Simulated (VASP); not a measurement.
## MoS2: single point with PBE

Crystal: MoS2.

```
Mo S
1.0
     1.58759    0.91660    6.19394
    -1.58759    0.91660    6.19394
     0.00000   -1.83319    6.19394
Mo S
1 2
Cartesian
  0.0000 0.0000 -0.0003
  0.0000 0.0000 7.7486
  0.0000 0.0000 4.6395
```

| Property | Result |
| --- | --- |
| Program | VASP 6.6.1 |
| Task | single point |
| Functional | PBE |
| Potentials or basis | VASP PAW PBE potentials, release 64 (Mo_sv, S) |
| Cutoff | 500 eV |
| k mesh | 2 × 2 × 2 |
| Occupations | gaussian, width 0.01 eV |
| Spin | no spin polarisation |
| Dipole correction | no |
| Further INCAR settings | ALGO = Normal; EDIFF = 1e-06; NBANDS = 20 |

The pressure is 4.9 GPa and the largest force is 0.480 eV/Å. The band gap on the k mesh is 1.31 eV, indirect (least direct gap 2.05 eV).

Forces on the atoms (eV/Å):
```
Mo   0.000  0.000  0.011
S    0.000  0.000  0.469
S    0.000  0.000 -0.480
```

Stress tensor (GPa, compression positive):
```
 2.32  0.00  0.00
 0.00  2.32  0.00
 0.00  0.00 10.06
```

Levels at points of the mesh, in eV from the valence-band top:
| k point | band 9 | band 10 | band 11 | band 12 | band 13 | band 14 | band 15 | band 16 | band 17 | band 18 |
| --- | --- | --- | --- | --- | --- | --- | --- | --- | --- | --- |
| (0.00, 0.00, 0.00) | -3.52 | -2.29 | -2.29 | -1.24 | -1.14 | 1.97 | 1.97 | 2.29 | 2.29 | 5.34 |
| (0.50, 0.00, 0.00) | -5.02 | -3.99 | -2.34 | -1.68 | -1.54 | 1.36 | 1.92 | 3.41 | 3.42 | 5.21 |
| (0.50, 0.50, 0.00) | -4.75 | -3.92 | -2.87 | -1.85 | -1.37 | 1.31 | 2.03 | 2.97 | 3.80 | 5.91 |
| (0.50, 0.50, 0.50) | -3.53 | -3.41 | -2.27 | -2.27 | 0.00 | 2.05 | 2.05 | 2.17 | 2.17 | 5.46 |

It took 42 s on 1 thread of Intel(R) Xeon(R) Platinum 8488C (Sapphire Rapids), on a shared host, peak memory 0.3 GiB.

Caveat: the k points lie up to 1.15 Å⁻¹ apart. A k mesh can miss the band edges.
